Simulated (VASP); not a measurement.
# Al31H2O48 (a cell with a defect) in VASP: single point with PBE

Aim: the single point of Al31H2O48 (a cell with a defect) with PBE.

Everything below comes from runs of VASP 6.6.1. Logs are shortened: lines on timing, memory, paths and dates and some standing lists are left out, and cuts for length are marked.

### Step 1. The cell of the first run

The cell holds a defect, 81 atoms: a = 10.361 Å, b = 10.361 Å, c = 10.361 Å, α = 55.29°, β = 55.29°, γ = 55.29°.

### Step 2. Single point, PBE, collinear spin

Input file INCAR:

```
ALGO = Normal ; EDIFF = 1E-6
ENCUT = 520 ; GGA = PE
GGA_COMPAT = F ; ISIF = 2
ISMEAR = 0 ; ISPIN = 2
LASPH = T ; LCHARG = T
LELF = T ; LORBIT = 11
LREAL = Auto ; LVHAR = T
LWAVE = F ; MAGMOM = 0 0 0 0 0 0 0 0 0 0 0 0 0 0 0 0 0 0 0 0 0 0 0 0 0 0 0 0 0 0 0 0 0.03 0 0.01 0 0 0 0.01 0.01 0.18 0 0 0.12 0 0.01 0 0 0 0 0 0 0 0 0.02 0.01 0 0.24 0.01 0.06 0.01 0.01 0.01 0.02 0.01 0.08 0 0 0.03 0 0 0 0 0.01 0 0 0.01 0 0.01 0 0
NBANDS = 242 ; NELM = 200
NUPDOWN = 1.0 ; PREC = Accurate
SIGMA = 0.01
```

Input file KPOINTS:

```
k-points
0
Gamma
  1 1 1
```

Input file POSCAR:

```
Al31H2O48
1.0
    4.8078835200      2.7758328500      8.7484141900
   -4.8078835200      2.7758328500      8.7484141900
    0.0000000000     -5.5516656900      8.7484141900
Al O H
31 48 2
Direct
    0.3265685994      0.3308266211      0.3283877176
    0.0741246658      0.0727046145      0.0741171851
    0.1722867151      0.1760516020      0.1791321648
    0.3236432630      0.3180820882      0.8351924226
    0.4249175622      0.4283625274      0.9271636025
    0.0732260405      0.0755013734      0.5725924867
    0.1733941419      0.1737736376      0.6769937321
    0.3207446457      0.8280097633      0.3255347633
    0.4266117118      0.9280406000      0.4255209375
    0.0747215710      0.5726464424      0.0746898547
    0.1756983086      0.6775064835      0.1729073721
    0.3245865976      0.8245560060      0.8231376153
    0.4276572802      0.9255865667      0.9235265376
    0.0791288600      0.5710163769      0.5665692955
    0.1738574051      0.6783390364      0.6778270403
    0.8195976327      0.3230064392      0.3255068730
    0.9267890456      0.4249757469      0.4251687255
    0.5728285239      0.0739519008      0.0743621978
    0.6789452989      0.1717941101      0.1752813491
    0.8243318755      0.3258251465      0.8214402836
    0.9270009300      0.4260190962      0.9246408344
    0.5683589434      0.0879569474      0.5666885366
    0.6755949680      0.1764543243      0.6744330936
    0.8238397914      0.8233703630      0.3240915492
    0.9245308583      0.9248982191      0.4276907389
    0.5744762650      0.5698035159      0.0736261754
    0.6809794885      0.6791685639      0.1709756579
    0.8240719682      0.8239896680      0.8215352824
    0.9260116105      0.9261582016      0.9251157208
    0.5746087023      0.5734680860      0.5740404052
    0.6755651333      0.6791844700      0.6746853271
    0.2212179826      0.0269948961      0.3754235314
    0.4719634380      0.1252751037      0.2777961118
    0.0260590209      0.3752793813      0.2217473144
    0.3728907861      0.2209244498      0.0313687814
    0.1240885913      0.2764395945      0.4715884903
    0.2766981756      0.4725220498      0.1240477780
    0.2208173095      0.0272096742      0.8755895448
    0.4696263526      0.1259545241      0.7797767092
    0.0286794927      0.3745286059      0.7204612570
    0.3704425922      0.2101513462      0.5308699362
    0.1237739482      0.2768131740      0.9744114611
    0.2744211020      0.4618991081      0.6367825817
    0.2094172471      0.5315971390      0.3711504786
    0.4757840081      0.6296652244      0.2717466010
    0.0271397371      0.8753821087      0.2211861608
    0.3761310498      0.7216333898      0.0276242936
    0.1273316007      0.7743010973      0.4721256294
    0.2790905788      0.9698927180      0.1252729824
    0.2214686031      0.5278211225      0.8752651574
    0.4720158109      0.6255931331      0.7776842989
    0.0271964086      0.8763956303      0.7208753349
    0.3750180918      0.7183349684      0.5277785735
    0.1249906822      0.7789409258      0.9706586873
    0.2763435631      0.9673634550      0.6262481754
    0.7219651434      0.0287842852      0.3741663856
    0.9718695763      0.1232180257      0.2793754119
    0.5321417422      0.3742248966      0.2026015964
    0.8760871471      0.2212912960      0.0264993631
    0.6243563140      0.2785663618      0.4739284219
    0.7772135762      0.4715960361      0.1242500773
    0.7204047826      0.0286957948      0.8752550609
    0.9704016219      0.1251660682      0.7787219534
    0.5269734361      0.3747526667      0.7233224687
    0.8743491309      0.2223703349      0.5284338380
    0.6255905729      0.2781480751      0.9682216049
    0.7777713880      0.4727115308      0.6234046486
    0.7193275747      0.5298921892      0.3735807993
    0.9677591667      0.6263788299      0.2763698375
    0.5279607496      0.8752992694      0.2217121283
    0.8772357815      0.7222250219      0.0251862746
    0.6242111075      0.7787267014      0.4716578211
    0.7781904676      0.9711936822      0.1244564468
    0.7238456880      0.5288738040      0.8719109623
    0.9756370065      0.6232746068      0.7764134675
    0.5281495829      0.8777336197      0.7200082804
    0.8752845383      0.7219268960      0.5274038620
    0.6259926081      0.7774260357      0.9714974678
    0.7787736112      0.9712984800      0.6250988459
    0.3805878207      0.4141090803      0.5547160258
    0.4943861537      0.5192451339      0.3634116803
```

Potentials or basis: VASP PAW PBE potentials, release 64 (Al, O, H).

Command:

```sh
$ cat potpaw_PBE.64/Al/POTCAR potpaw_PBE.64/O/POTCAR potpaw_PBE.64/H/POTCAR > POTCAR
$ mpirun -np 1 vasp_gam > vasp.out
```

OUTCAR:

```text
EDIFF = 1E-6
   ENCUT = 520
   GGA = PE
   ISIF = 2
   ISMEAR = 0
   ISPIN = 2
   LASPH = T
   LORBIT = 11
   LREAL = Auto
   NELM = 200
   NUPDOWN = 1.0
   PREC = Accurate

 ion  position               nearest neighbor table
   1  0.327  0.331  0.328-  44 1.89  41 1.90  58 1.92  37 1.94  36 1.94  33 1.95  11 2.80   7 2.82
                            19 2.84  17 3.30   5 3.30   9 3.31
   2  0.074  0.073  0.074-  46 1.87  38 1.87  59 1.87  42 1.99  49 2.00  57 2.00   3 2.68  21 2.83
                            25 2.83  13 2.83  11 3.24  19 3.24   7 3.25
   3  0.172  0.176  0.179-  34 1.86  32 1.87  35 1.88  57 1.97  42 1.98  49 2.02   2 2.68   4 2.76
                             8 2.79  16 2.82   6 3.22  10 3.25  18 3.27
   4  0.324  0.318  0.835-  42 1.86  39 1.86  43 1.88  35 1.92  50 1.98  64 1.99   5 2.66   3 2.76
                            23 2.83  15 2.89  13 3.23  21 3.26
   5  0.425  0.428  0.927-  37 1.85  51 1.87  66 1.87  50 2.00  64 2.00  35 2.02   4 2.66  10 2.80
                            30 2.83  18 2.83  12 3.24  20 3.26   1 3.30
   6  0.073  0.076  0.573-  65 1.87  32 1.87  52 1.88  36 1.96  55 1.98  63 2.00   7 2.65  17 2.80
                            29 2.82   9 2.83   3 3.22  15 3.24  23 3.25
   7  0.173  0.174  0.677-  41 1.82  40 1.88  38 1.88  63 1.97  36 1.99  55 2.01   6 2.65  20 2.80
                            12 2.80   1 2.82  22 3.25  14 3.25   2 3.25
   8  0.321  0.828  0.326-  48 1.86  49 1.86  45 1.91  32 1.94  53 1.98  70 1.99   9 2.68   3 2.79
                            15 2.82  27 2.89  25 3.25  13 3.29
   9  0.427  0.928  0.426-  33 1.86  55 1.86  72 1.87  70 2.00  32 2.00  53 2.05   8 2.68  18 2.81
[... 78 lines left out ...]
  65  0.874  0.222  0.528-   6 1.87  23 1.87  17 1.98  16 2.00
  66  0.626  0.278  0.968-   5 1.87  20 1.88  18 1.99  19 2.02
[... 11 lines left out ...]
  78  0.626  0.777  0.971-  28 1.87  13 1.88  27 1.98  26 2.03
  79  0.779  0.971  0.625-  28 1.85  25 1.86  23 1.99  22 2.06
  80  0.381  0.414  0.555-  43 0.99
  81  0.494  0.519  0.363-  45 0.98

  LATTYP: Found a trigonal (rhomboedric) cell.
 ALAT       =    10.3612616410
 COS(alpha) =     0.5693617618

  Lattice vectors:

 A1 = (   4.8078835200,   2.7758328500,   8.7484141900)
 A2 = (  -4.8078835200,   2.7758328500,   8.7484141900)
 A3 = (   0.0000000000,  -5.5516656900,   8.7484141900)

Analysis of symmetry for initial positions (statically):
=====================================================================
 Subroutine PRICEL returns:
 Original cell was already a primitive cell.

 Routine SETGRP: Setting up the symmetry group for a
 trigonal (rhombohedral) supercell.

 Subroutine GETGRP returns: Found  1 space group operations
 (whereof  1 operations were pure point group operations)
 out of a pool of 12 trial point group operations.

The static configuration has the point symmetry C_1 .

Analysis of symmetry for dynamics (positions and initial velocities):
=====================================================================
 Subroutine PRICEL returns:
 Original cell was already a primitive cell.

 Routine SETGRP: Setting up the symmetry group for a
 trigonal (rhombohedral) supercell.

 Subroutine GETGRP returns: Found  1 space group operations
 (whereof  1 operations were pure point group operations)
 out of a pool of 12 trial point group operations.

The dynamic configuration has the point symmetry C_1 .

Analysis of structural, dynamic, and magnetic symmetry:
=====================================================================
 Subroutine PRICEL returns:
 Original cell was already a primitive cell.

 Routine SETGRP: Setting up the symmetry group for a
 trigonal (rhombohedral) supercell.

 Subroutine GETGRP returns: Found  1 space group operations
 (whereof  1 operations were pure point group operations)
 out of a pool of 12 trial point group operations.

The overall configuration has the point symmetry C_1 .

[... 248 lines left out ...]
   EFERMI_NEDOS =   21; number of points for ismear=-14 and -15
   IALGO  =     38    algorithm
   IMIX   =      4    mixing-type and parameters
     AMIX     =   0.40;   BMIX     =  1.00
     AMIX_MAG =   1.60;   BMIX_MAG =  1.00
  volume/ion in A,a.u.               =       8.65        58.36
  Fermi-wavevector in a.u.,A,eV,Ry     =   1.338644  2.529671 24.381207  1.791968
  Thomas-Fermi vector in A             =   2.467098
   LORBIT       =     11    0 simple, 1 ext, 2 COOP (PROOUT), +10 PAW based schemes
   GGA     = PE    functional components
   LHFCALC =     F    Hartree Fock is set to
   AEXX    =    0.0000 exact exchange contribution
   IVDW    =     0    specifies the selected vdW correction
   LEPSILON=     F    determine dielectric tensor
   LRPA    =     F    only Hartree local field effects (RPA)
 spin polarized calculation
 Gauss-broadening in eV      SIGMA  =   0.01
  energy-cutoff  :      520.00
  volume of cell :      700.53
 maximum number of plane-waves:      9404
 NGX is ok and might be reduce to    80
   NGX = 39   NGY = 39   NGZ = 39

 number of electron     383.0000026 magnetization       1.0000007

 Free energy of the ion-electron system (eV)
  ---------------------------------------------------
  ext. energy  EPLUGINS =         0.00000000
  ---------------------------------------------------
  free energy    TOTEN  =      -594.52833157 eV

  energy without entropy =     -594.52833156  energy(sigma->0) =     -594.52833157

 E-fermi :   5.9367     XC(G=0): -11.4839

 val. band max:        5.9004336265   @ k =   0.0000   0.0000   0.0000
 cond. band min:       5.9729824151   @ k =   0.0000   0.0000   0.0000
 fundamental gap:      0.0725487887
 Fermi energy:         5.7703844489

 spin component 1

 k-point     1 :       0.0000    0.0000    0.0000
  band No.  band energies     occupation
      1     -13.7860      1.00000
      2     -13.3743      1.00000
      3     -13.1516      1.00000
      4     -12.4689      1.00000
      5     -12.4067      1.00000
      6     -12.3949      1.00000
[... 195 lines left out ...]
    202      14.8117      0.00000
    203      14.8300      0.00000
 Fermi energy:         5.9367081019

 spin component 2

 k-point     1 :       0.0000    0.0000    0.0000
  band No.  band energies     occupation
      1     -13.7776      1.00000
      2     -13.3687      1.00000
      3     -13.1391      1.00000
      4     -12.4538      1.00000
      5     -12.3984      1.00000
      6     -12.3698      1.00000
[... 195 lines left out ...]
    202      14.8223      0.00000
    203      14.8346      0.00000
 [bands above 203 left out]

------------------------ aborting loop because EDIFF is reached ----------------------------------------

  FORCE on cell =-STRESS in cart. coord.  units (eV):
  Direction    XX          YY          ZZ          XY          YZ          ZX
  --------------------------------------------------------------------------------------
  -------------------------------------------------------------------------------------
  Total        0.6650842      5.2413277      3.2164655      0.2863890     -0.1514740      0.0016911
  in kB        1.5211056     11.9873742      7.3563375      0.6549966     -0.3464343      0.0038678
  external PRESSURE =       6.9549391 kB  Pullay stress =       0.0000000 kB

 VOLUME and BASIS-vectors are now :
 -----------------------------------------------------------------------------
  energy-cutoff  :      520.00
  volume of cell :      700.53
      direct lattice vectors                 reciprocal lattice vectors
     4.807883520  2.775832850  8.748414190     0.103995864  0.060042040  0.038102144
    -4.807883520  2.775832850  8.748414190    -0.103995864  0.060042040  0.038102144
     0.000000000 -5.551665690  8.748414190     0.000000000 -0.120084080  0.038102144

 POSITION                                       TOTAL-FORCE (eV/Angst)
 -----------------------------------------------------------------------------------
     -0.02047      0.00172      8.62404         0.008077      0.003490     -0.002056
      0.00683     -0.00390      1.93293        -0.000225     -0.002176     -0.002754
     -0.01810     -0.02755      4.61453         0.004847     -0.002159      0.009999
      0.02674     -2.85539     12.92069         0.001368     -0.010756     -0.010153
     -0.01656     -2.77874     15.57606         0.009020      0.001033      0.004218
     -0.01094     -2.76600      6.31041         0.009611     -0.002057     -0.012469
[... 73 lines left out ...]
     -0.16117     -0.87365     11.80522         0.056866      0.052616     -0.019408
     -0.11952      0.79613     12.04694         0.054061     -0.073193     -0.011444
 -----------------------------------------------------------------------------------
    total drift:                                0.000026     -0.017783     -0.008058

  FREE ENERGIE OF THE ION-ELECTRON SYSTEM (eV)
  ---------------------------------------------------
  free  energy   TOTEN  =      -594.5283315739 eV

  energy  without entropy=     -594.5283315630  energy(sigma->0) =     -594.52833157

 total charge

# of ion       s       p       d       tot
------------------------------------------
    1        0.299   0.381   0.000   0.680
    2        0.306   0.388   0.000   0.694
    3        0.307   0.390   0.000   0.697
    4        0.310   0.401   0.000   0.711
    5        0.308   0.389   0.000   0.697
    6        0.307   0.391   0.000   0.699
[... 73 lines left out ...]
   80        0.589   0.124   0.000   0.713
   81        0.594   0.124   0.000   0.718
--------------------------------------------------
tot         84.921 186.210   0.000 271.130

 magnetization (x)

# of ion       s       p       d       tot
------------------------------------------
    1       -0.001  -0.002   0.000  -0.003
    2       -0.000  -0.000   0.000  -0.000
    3       -0.000  -0.000   0.000  -0.000
    4        0.000  -0.000   0.000  -0.000
    5       -0.000  -0.000   0.000  -0.001
    6       -0.000   0.000   0.000   0.000
[... 73 lines left out ...]
   80       -0.000  -0.000   0.000  -0.000
   81       -0.000  -0.000   0.000  -0.000
--------------------------------------------------
tot          0.006   0.832   0.000   0.838
```

It took 53 min on 1 thread of Intel Xeon 8259CL, shared host; peak memory 1.4 GiB.

Results:

| Quantity | Value |
| --- | --- |
| Free energy | -594.5283 eV |
| Pressure | 0.7 GPa |
| Largest force | 0.092 eV/Å |
| Net moment | 1.00 μB per cell |
| Site moments | Al -0.00, +0.00 (each value once); O +0.00, +0.02, +0.01, +0.16, +0.11, -0.00, +0.21, +0.06, +0.07, +0.03 (each value once); H -0.00 μB |
| Valence electrons inside the program's atomic spheres | Al 0.68, 0.69, 0.70, 0.71 (each value once); O 5.18, 5.16, 5.17, 5.14, 5.23, 5.12, 5.15 (each value once); H 0.71, 0.72 |

Forces in eV/Å, atoms in the order of the input:
```
Al   0.008  0.003 -0.002
Al   0.000 -0.002 -0.003
Al   0.005 -0.002  0.010
Al   0.001 -0.011 -0.010
Al   0.009  0.001  0.004
Al   0.010 -0.002 -0.012
Al  -0.005 -0.008  0.008
Al   0.015  0.005 -0.018
Al  -0.006 -0.002  0.011
Al   0.003  0.001 -0.010
Al  -0.005  0.010  0.007
Al  -0.001  0.001 -0.012
Al   0.001 -0.005  0.014
Al  -0.002  0.002  0.004
Al  -0.003  0.002  0.001
Al   0.006  0.020 -0.006
Al   0.002 -0.001  0.011
Al  -0.011  0.001 -0.009
Al   0.007 -0.004  0.008
Al   0.001  0.000 -0.013
Al   0.004 -0.005  0.011
Al   0.014  0.000 -0.013
Al   0.011 -0.012  0.018
Al  -0.005 -0.004 -0.004
Al  -0.003 -0.001  0.009
Al  -0.017 -0.006  0.005
Al  -0.006 -0.004  0.000
Al  -0.004  0.005 -0.011
Al  -0.001  0.005  0.006
Al  -0.004  0.002 -0.005
Al   0.000  0.005  0.009
O   -0.003 -0.003  0.004
O   -0.005 -0.001  0.004
O   -0.003  0.000 -0.001
O    0.005  0.002  0.009
O   -0.003  0.005 -0.002
O    0.002 -0.003  0.003
O   -0.003  0.004 -0.002
O   -0.003  0.003 -0.003
O    0.002  0.004 -0.002
O    0.003  0.003  0.002
O    0.000  0.000 -0.001
O   -0.062 -0.023  0.018
O   -0.002 -0.006 -0.004
O   -0.059  0.043  0.019
O    0.006  0.003  0.000
O   -0.001 -0.001 -0.001
O    0.001 -0.003 -0.002
O    0.008  0.003 -0.004
O   -0.003 -0.001  0.007
O    0.000 -0.004  0.002
O    0.009  0.005 -0.001
O    0.004 -0.003 -0.001
O    0.001  0.003  0.001
O    0.007  0.001 -0.001
O   -0.009  0.000  0.000
O   -0.008 -0.004  0.003
O   -0.004 -0.004 -0.007
O   -0.001 -0.003 -0.002
O   -0.009 -0.001 -0.005
O    0.015  0.001  0.003
O   -0.005 -0.003 -0.001
O   -0.003 -0.002 -0.001
O   -0.006  0.000  0.003
O   -0.004 -0.001 -0.004
O    0.000  0.003  0.002
O    0.003 -0.002 -0.002
O    0.000  0.002 -0.004
O    0.001  0.000 -0.003
O    0.004 -0.003 -0.003
O    0.006  0.000  0.000
O   -0.006 -0.001 -0.005
O    0.003  0.000 -0.001
O   -0.003 -0.002 -0.003
O   -0.006  0.003  0.005
O    0.001  0.004  0.000
O    0.006 -0.003  0.000
O   -0.007  0.008 -0.001
O   -0.002  0.003  0.003
H    0.057  0.053 -0.019
H    0.054 -0.073 -0.011
```

Caveat: the k points lie up to 0.79 Å⁻¹ apart; the total moment is fixed, so each spin has its own Fermi level and the state may be an excited one.
